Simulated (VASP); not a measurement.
Crystal: Be3H.

```xyz
8
Lattice="4.4146 0.0000 0.0000 -2.2073 3.8232 0.0000 0.0000 0.0000 3.5826" Properties=species:S:1:pos:R:3 pbc="T T T"
Be   -0.3783    1.2786    0.9343
Be    1.2892    2.8562    0.9343
Be   -0.9109    3.5115    0.9343
Be    3.1182    0.3116    2.6483
Be    0.9181    0.9669    2.6483
Be    2.5856    2.5446    2.6483
H     0.0000    2.5488    0.1837
H     2.2073    1.2744    3.3989
```

* Program: VASP 6.6.1
* Task: relaxation of cell and atoms
* Functional: PBE
* Potentials or basis: VASP PAW PBE potentials, release 64 (Be, H)
* Cutoff: 600 eV
* k mesh: 6 × 6 × 6
* Occupations: gaussian, width 0.1 eV
* Spin: no spin polarisation

At the start: pressure -0.0 GPa; volume 7.56 Å³/atom.

Task: Where does the relaxation end?

Result: Over 12 steps the energy falls by 4.2 meV/atom and the volume is 7.30 Å³/atom (-3.4 %); space group P-3 (No. 147, to 0.05 Å).

The path:
| step | energy change (eV) | largest force (eV/Å) | pressure (GPa) | volume (Å³) |
| --- | --- | --- | --- | --- |
| 1 | 0.0000 | 0.0825 | -0.01 | 60.47 |
| 2 | -0.0021 | 0.0775 | -0.12 | 60.46 |
| 3 | -0.0070 | 0.0754 | -0.45 | 60.46 |
| 4 | -0.0110 | 0.1245 | -1.07 | 60.44 |
| 5 | -0.0120 | 0.1201 | -1.05 | 60.40 |
| 6 | -0.0150 | 0.1069 | -1.00 | 60.26 |
| 7 | -0.0200 | 0.0823 | -0.88 | 59.98 |
| 8 | -0.0268 | 0.0498 | -0.63 | 59.42 |
| 9 | -0.0258 | 0.1183 | 0.05 | 58.32 |
| 10 | -0.0289 | 0.0676 | -0.34 | 58.92 |
| 11 | -0.0308 | 0.0541 | -0.19 | 58.79 |
| 12 | -0.0332 | 0.0287 | 0.24 | 58.44 |

Final structure:
```yaml
crystal:
  lattice:
    - [4.34550, 0.00000, 0.00000]
    - [-2.17275, 3.76331, 0.00000]
    - [0.00000, 0.00000, 3.57353]
  atoms:
    - { symbol: Be, position: [0.05731, 0.33641, 0.25971] }
    - { symbol: Be, position: [0.66359, 0.72090, 0.25971] }
    - { symbol: Be, position: [0.27910, 0.94269, 0.25971] }
    - { symbol: Be, position: [0.72090, 0.05731, 0.74029] }
    - { symbol: Be, position: [0.33641, 0.27910, 0.74029] }
    - { symbol: Be, position: [0.94269, 0.66359, 0.74029] }
    - { symbol: H, position: [0.33333, 0.66667, 0.03672] }
    - { symbol: H, position: [0.66667, 0.33333, 0.96328] }
```
